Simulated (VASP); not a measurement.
**BP: G0W0 quasiparticle levels with PBE**

The system is BP.

```
CELL_PARAMETERS angstrom
0.00000 2.26900 2.26900
2.26900 0.00000 2.26900
2.26900 2.26900 0.00000
ATOMIC_POSITIONS crystal
B 0.00000 0.00000 0.00000
P 0.25000 0.25000 0.25000
```

```json
{
  "Program": "VASP 6.6.1",
  "Task": "G0W0 quasiparticle levels",
  "Functional": "PBE",
  "Potentials or basis": "VASP PAW PBE potentials, release 64 (B_GW, P_GW)",
  "Cutoff": "500 eV",
  "k mesh": "2 × 2 × 2",
  "Occupations": "gaussian, width 0.01 eV",
  "Spin": "no spin polarisation",
  "Dipole correction": "no",
  "GW scheme": "G0W0",
  "GW iterations": "1",
  "Cutoff of the response function": "200",
  "Frequency points": "48",
  "Empty bands": "1288",
  "Further INCAR settings": "ALGO = EVGW0; EDIFF = 1e-08; NBANDS = 1292"
}
```

```json
{"Quasiparticle gap": "1.76 eV", "Least direct quasiparticle gap": "4.17 eV", "Band gap of the starting levels on the mesh": "1.15 eV", "Least direct gap of the starting levels on the mesh": "3.26 eV"}
```

It took 34 s on 1 thread of AMD EPYC 7R13 Processor (Zen 3), with other jobs on the host, peak memory 0.32 GiB.

Caveat: the k points lie up to 1.20 Å⁻¹ apart, too coarse for converged energies, forces and pressures; bands, screening cutoff and mesh are small and nothing is extrapolated, so the quasiparticle values aren't converged.
